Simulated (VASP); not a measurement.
# TiO2 (P4_2/mnm) in VASP: settings compared, part 2 of 2

VASP 6.6.1.

### Step 4. Single point, r2SCAN

This run uses another cell than the first one, of 11.06 Å³/atom.

POSCAR reads:

```
TiO2
1.0
    4.6900531165      0.0000000000      0.0000000000
    0.0000000000      4.6900531165      0.0000000000
    0.0000000000      0.0000000000      3.0172520901
Ti O
2 4
Direct
    0.0000000000      0.0000000000      0.5000000000
    0.5000000000      0.5000000000      0.0000000000
    0.3043213200      0.3043213200      0.5000000000
    0.1956786800      0.8043213200      0.0000000000
    0.8043213200      0.1956786800      0.0000000000
    0.6956786800      0.6956786800      0.5000000000
```

INCAR.step1 reads:

```
PREC = Accurate ; ENCUT = 520
ISMEAR = -1 ; SIGMA = 0.05
LREAL = F ; LASPH = T
NELM = 60 ; NBANDS = 33
GGA = PE ; ALGO = Normal
EDIFF = 1E-4 ; LWAVE = T
LCHARG = F
```

INCAR.step2 reads:

```
PREC = Accurate ; ENCUT = 520
EDIFF = 1E-6 ; ISMEAR = -1
SIGMA = 0.05 ; LREAL = F
LASPH = T ; NELM = 60
ALGO = Normal ; ISIF = 2
LWAVE = F ; LCHARG = F
METAGGA = R2SCAN ; LMIXTAU = T
NBANDS = 33 ; ISTART = 1
```

KPOINTS reads:

```
Automatic mesh
0
Gamma
  6 6 9
```

Potentials or basis: VASP PAW PBE potentials, release 64 (Ti_sv, O).

On the command line:

```
$ cat potpaw_PBE.64/Ti_sv/POTCAR potpaw_PBE.64/O/POTCAR > POTCAR
$ cp INCAR.step1 INCAR
$ mpirun -np 1 vasp_std > vasp.out
$ cp INCAR.step2 INCAR
$ mpirun -np 1 vasp_std > vasp.out
```

OUTCAR:

```text
PREC = Accurate
   ENCUT = 520
   EDIFF = 1E-6
   ISMEAR = -1
   LREAL = F
   LASPH = T
   NELM = 60
   ISIF = 2
   METAGGA = R2SCAN
   ISTART = 1

 ion  position               nearest neighbor table
   1  0.000  0.000  0.500-   4 1.99   5 1.99   4 1.99   5 1.99   3 2.02   6 2.02
   2  0.500  0.500  0.000-   3 1.99   6 1.99   3 1.99   6 1.99   5 2.02   4 2.02
   3  0.304  0.304  0.500-   2 1.99   2 1.99   1 2.02
   4  0.196  0.804  0.000-   1 1.99   1 1.99   2 2.02
   5  0.804  0.196  0.000-   1 1.99   1 1.99   2 2.02
   6  0.696  0.696  0.500-   2 1.99   2 1.99   1 2.02

  LATTYP: Found a simple tetragonal cell.
 ALAT       =     4.6900531165
 C/A-ratio  =     0.6433300466

  Lattice vectors:

 A1 = (   4.6900531165,   0.0000000000,   0.0000000000)
 A2 = (   0.0000000000,   4.6900531165,   0.0000000000)
 A3 = (   0.0000000000,   0.0000000000,   3.0172520901)

Analysis of symmetry for initial positions (statically):
=====================================================================
 Subroutine PRICEL returns:
 Original cell was already a primitive cell.

 Routine SETGRP: Setting up the symmetry group for a
 simple tetragonal supercell.

 Subroutine GETGRP returns: Found 16 space group operations
 (whereof  8 operations were pure point group operations)
 out of a pool of 16 trial point group operations.

The static configuration has the point symmetry D_2h.
 The point group associated with its full space group is D_4h.

Analysis of symmetry for dynamics (positions and initial velocities):
=====================================================================
 Subroutine PRICEL returns:
 Original cell was already a primitive cell.

 Routine SETGRP: Setting up the symmetry group for a
 simple tetragonal supercell.

 Subroutine GETGRP returns: Found 16 space group operations
[... 124 lines left out ...]
   NUPDOWN=      -1.0000    fix difference up-down
   EMIN   =  10.00;   EMAX   =-10.00  energy-range for DOS
   EFERMI =   0.00;   METHOD = LEGACY
   ISMEAR =    -1;   SIGMA  =   0.05  broadening in eV -4-tet -1-fermi 0-gaus
   EFERMI_NEDOS =   21; number of points for ismear=-14 and -15
   IALGO  =     38    algorithm
   IMIX   =      4    mixing-type and parameters
     AMIX     =   0.40;   BMIX     =  1.00
     AMIX_MAG =   1.60;   BMIX_MAG =  1.00
  volume/ion in A,a.u.               =      11.06        74.65
  Fermi-wavevector in a.u.,A,eV,Ry     =   1.469489  2.776931 29.380374  2.159397
  Thomas-Fermi vector in A             =   2.584860
   LORBIT       =      0    0 simple, 1 ext, 2 COOP (PROOUT), +10 PAW based schemes
   METAGGA = R2SCAN    functional components
   LHFCALC =     F    Hartree Fock is set to
   AEXX    =    0.0000 exact exchange contribution
   IVDW    =     0    specifies the selected vdW correction
   LEPSILON=     F    determine dielectric tensor
   LRPA    =     F    only Hartree local field effects (RPA)
 non-spin polarized calculation
  energy-cutoff  :      520.00
  volume of cell :       66.37
 maximum number of plane-waves:      1819
 NGX is ok and might be reduce to    36
   NGX = 17   NGY = 17   NGZ = 11

 number of electron      48.0000002 magnetization

 Free energy of the ion-electron system (eV)
  ---------------------------------------------------
  ext. energy  EPLUGINS =         0.00000000
  ---------------------------------------------------
  free energy    TOTEN  =       -69.64877921 eV

  energy without entropy =      -69.64877921  energy(sigma->0) =      -69.64877921

 E-fermi :   4.8829     XC(G=0): -11.8083

 val. band max:        3.9368153607   @ k =   0.0000   0.0000   0.0000
 cond. band min:       5.9876239013   @ k =   0.0000   0.0000   0.0000
 fundamental gap:      2.0508085405
 Fermi energy:         4.8828936347

 k-point     1 :       0.0000    0.0000    0.0000
  band No.  band energies     occupation
      1     -55.4615      2.00000
      2     -55.4487      2.00000
      3     -30.6652      2.00000
      4     -30.6652      2.00000
      5     -30.5295      2.00000
      6     -30.5295      2.00000
[... 853 lines left out ...]
     32       8.9802      0.00000
     33      10.3031      0.00000

 [... further k-points ...]
[... 5 lines left out ...]
  --------------------------------------------------------------------------------------
  -------------------------------------------------------------------------------------
  Total       -4.8149361     -4.8149361     -6.1316842      0.0000000      0.0000000      0.0000000
  in kB     -116.2342167   -116.2342167   -148.0209689      0.0000000      0.0000000      0.0000000
  external PRESSURE =    -126.8298008 kB  Pullay stress =       0.0000000 kB

 VOLUME and BASIS-vectors are now :
 -----------------------------------------------------------------------------
  energy-cutoff  :      520.00
  volume of cell :       66.37
      direct lattice vectors                 reciprocal lattice vectors
     4.690053116  0.000000000  0.000000000     0.213217201  0.000000000  0.000000000
     0.000000000  4.690053116  0.000000000     0.000000000  0.213217201  0.000000000
     0.000000000  0.000000000  3.017252090     0.000000000  0.000000000  0.331427395

 POSITION                                       TOTAL-FORCE (eV/Angst)
 -----------------------------------------------------------------------------------
      0.00000      0.00000      1.50863         0.000000      0.000000      0.000000
      2.34503      2.34503      0.00000         0.000000      0.000000      0.000000
      1.42728      1.42728      1.50863         0.204010      0.204010     -0.000000
      0.91774      3.77231      0.00000        -0.204010      0.204010      0.000000
      3.77231      0.91774      0.00000         0.204010     -0.204010      0.000000
      3.26277      3.26277      1.50863        -0.204010     -0.204010      0.000000
 -----------------------------------------------------------------------------------
    total drift:                                0.000000      0.000000      0.000000

  FREE ENERGIE OF THE ION-ELECTRON SYSTEM (eV)
  ---------------------------------------------------
  free  energy   TOTEN  =       -69.6487792130 eV

  energy  without entropy=      -69.6487792129  energy(sigma->0) =      -69.64877921
```

OSZICAR.step1:

```text
N       E                     dE             d eps       ncg     rms          rms(c)
DAV:   1     0.654878065476E+03    0.65488E+03   -0.24678E+04  3301   0.172E+03
DAV:   2     0.284352418196E+02   -0.62644E+03   -0.57947E+03  3617   0.514E+02
DAV:   3    -0.658148111947E+02   -0.94250E+02   -0.92562E+02  4572   0.188E+02
DAV:   4    -0.714100021034E+02   -0.55952E+01   -0.55832E+01  4909   0.431E+01
DAV:   5    -0.716721478332E+02   -0.26215E+00   -0.26212E+00  4351   0.714E+00    0.296E+01
DAV:   6    -0.543221815686E+02    0.17350E+02   -0.80261E+01  4343   0.861E+01    0.124E+01
DAV:   7    -0.540830987648E+02    0.23908E+00   -0.15629E+01  4203   0.358E+01    0.868E+00
DAV:   8    -0.540702262330E+02    0.12873E-01   -0.57818E-01  3891   0.453E+00    0.811E+00
DAV:   9    -0.542919029565E+02   -0.22168E+00   -0.39387E+00  4231   0.197E+01    0.753E+00
DAV:  10    -0.536227215318E+02    0.66918E+00   -0.23534E+00  4180   0.140E+01    0.105E+00
DAV:  11    -0.536184067201E+02    0.43148E-02   -0.97586E-02  4075   0.276E+00    0.471E-01
DAV:  12    -0.536168252841E+02    0.15814E-02   -0.10319E-02  4416   0.653E-01    0.306E-01
DAV:  13    -0.536176736886E+02   -0.84840E-03   -0.52201E-03  4340   0.848E-01    0.294E-01
DAV:  14    -0.536165561270E+02    0.11176E-02   -0.12815E-03  3914   0.318E-01    0.138E-01
DAV:  15    -0.536163186752E+02    0.23745E-03   -0.11735E-03  3784   0.211E-01    0.352E-02
DAV:  16    -0.536163112261E+02    0.74491E-05   -0.65442E-05  2026   0.642E-02
   1 F= -.53616311E+02 E0= -.53616311E+02  d E =-.244876E-08
```

Wall time 4.1 min (1 thread of Intel Xeon Platinum 8488C (Sapphire Rapids), shared host); peak memory 0.23 GiB.

Results:

```
Free energy            : -69.6488 eV
Pressure               : -12.7 GPa
Largest force          : 0.289 eV/Å
Band gap on the k mesh : 2.05 eV
```

Forces on the atoms (eV/Å):
```
Ti   0.000  0.000  0.000
Ti   0.000  0.000  0.000
O    0.204  0.204  0.000
O   -0.204  0.204  0.000
O    0.204 -0.204  0.000
O   -0.204 -0.204  0.000
```

Stress tensor (GPa, compression positive):
```
-11.62   0.00   0.00
  0.00 -11.62   0.00
  0.00   0.00 -14.80
```

Caveat: the cell stands under tension; the PAW data sets were made with another functional, which shifts forces and pressure a little.

### Step 5. Single point, PBE+U

This run uses another cell than the first one, of 10.87 Å³/atom.

INCAR reads:

```
SYSTEM = TiO2
  ALGO = Normal
  EDIFF = 1E-6
  ENCUT = 520
  GGA = PE
  ISIF = 2
  ISMEAR = -1
  LASPH = .True.
  LCHARG = .False.
  LDAU = .True.
  LDAUJ = 0 0
  LDAUL = 2 -1
  LDAUPRINT = 1
  LDAUTYPE = 2
  LDAUU = 6 0
  LMAXMIX = 4
  LREAL = .False.
  LWAVE = .False.
  NBANDS = 33
  NELM = 150
  PREC = Accurate
  SIGMA = 0.05
```

KPOINTS reads:

```
k-points
0
Gamma
  6 6 9
  0 0 0
```

POSCAR reads:

```
TiO2
1.0
    4.6404385257      0.0000000000      0.0000000000
    0.0000000000      4.6404385257      0.0000000000
    0.0000000000      0.0000000000      3.0297693366
Ti O
2 4
Direct
    0.0000000000      0.0000000000      0.5000000000
    0.5000000000      0.5000000000      0.0000000000
    0.3059590668      0.3059590668      0.5000000000
    0.1940409332      0.8059590668      0.0000000000
    0.8059590668      0.1940409332      0.0000000000
    0.6940409332      0.6940409332      0.5000000000
```

On the command line:

```
$ cat potpaw_PBE.64/Ti_sv/POTCAR potpaw_PBE.64/O/POTCAR > POTCAR
$ mpirun -np 1 vasp_std > vasp.out
```

Run time: 69 s. Hardware: 1 thread of Intel Xeon Platinum 8488C (Sapphire Rapids), shared host; peak memory 0.22 GiB.

It converged, with:

- Free energy: -46.0247 eV
- Pressure: 5.5 GPa
- Largest force: 0.194 eV/Å
- Band gap on the k mesh: 2.57 eV (least direct gap 2.59 eV)

Forces in eV/Å, atoms in the order of the input:
```
Ti   0.000  0.000  0.000
Ti   0.000  0.000  0.000
O   -0.137 -0.137  0.000
O    0.137 -0.137  0.000
O   -0.137  0.137  0.000
O    0.137  0.137  0.000
```

Stress tensor (GPa, compression positive):
```
5.28 0.00 0.00
0.00 5.28 0.00
0.00 0.00 5.80
```

Levels at points of the mesh, in eV from the valence-band top:
| k point | band 20 | band 21 | band 22 | band 23 | band 24 | band 25 | band 26 | band 27 | band 28 | band 29 |
| --- | --- | --- | --- | --- | --- | --- | --- | --- | --- | --- |
| (0.00, 0.00, 0.00) | -2.24 | -0.91 | -0.52 | -0.52 | 0.00 | 2.59 | 2.78 | 3.10 | 3.13 | 3.13 |
| (0.50, 0.00, 0.00) | -3.00 | -1.76 | -1.76 | -0.76 | -0.76 | 3.15 | 3.15 | 3.63 | 3.63 | 4.07 |
| (0.50, 0.50, 0.00) | -1.89 | -1.54 | -1.54 | -1.17 | -1.17 | 2.57 | 2.57 | 3.14 | 3.14 | 4.28 |

Eigenvalues of the final occupation matrices:
| site | spin | trace | eigenvalues |
| --- | --- | --- | --- |
| site 1 d | 1 | 0.74 | 0.07 0.09 0.09 0.23 0.26 |
| site 1 d | 2 | 0.74 | 0.07 0.09 0.09 0.23 0.26 |
| site 2 d | 1 | 0.74 | 0.07 0.09 0.09 0.23 0.26 |
| site 2 d | 2 | 0.74 | 0.07 0.09 0.09 0.23 0.26 |

Caveat: the cell stands under pressure.

### Step 6. The runs side by side

```csv
task,level,U,cell,cutoff (eV),gap on the mesh (eV),pressure (GPa),largest force (eV/Å)
relaxation of cell and atoms,PBEsol+U,Ti d U = 4.0 eV,"relaxed from a = 4.600, b = 4.600, c = 2.959 Å, 6 atoms, atomic positions A",600,2.27,0.0,-
single point,r2SCAN,-,"a = 4.660, b = 4.660, c = 2.998 Å, 6 atoms, atomic positions A",520,2.10,-8.8,0.21
single point,r2SCAN,-,"a = 4.690, b = 4.690, c = 3.017 Å, 6 atoms, atomic positions A",520,2.05,-12.7,0.29
single point,PBE+U,Ti d U = 6.0 eV,"a = 4.640, b = 4.640, c = 3.030 Å, 6 atoms, atomic positions B",520,2.57,5.5,0.19
```

Alike in all rows: potentials or basis VASP PAW PBE potentials, release 64 (Ti_sv, O); no spin polarisation; k mesh 6 × 6 × 9; smearing fermi-dirac 0.05 eV.

Caveats: the PAW data sets were made with another functional, which shifts forces and pressure a little (at least some runs); the cell stands under tension (at least some runs); the cell stands under pressure (at least some runs).

Absolute energies hang on the potentials; compare differences alone.
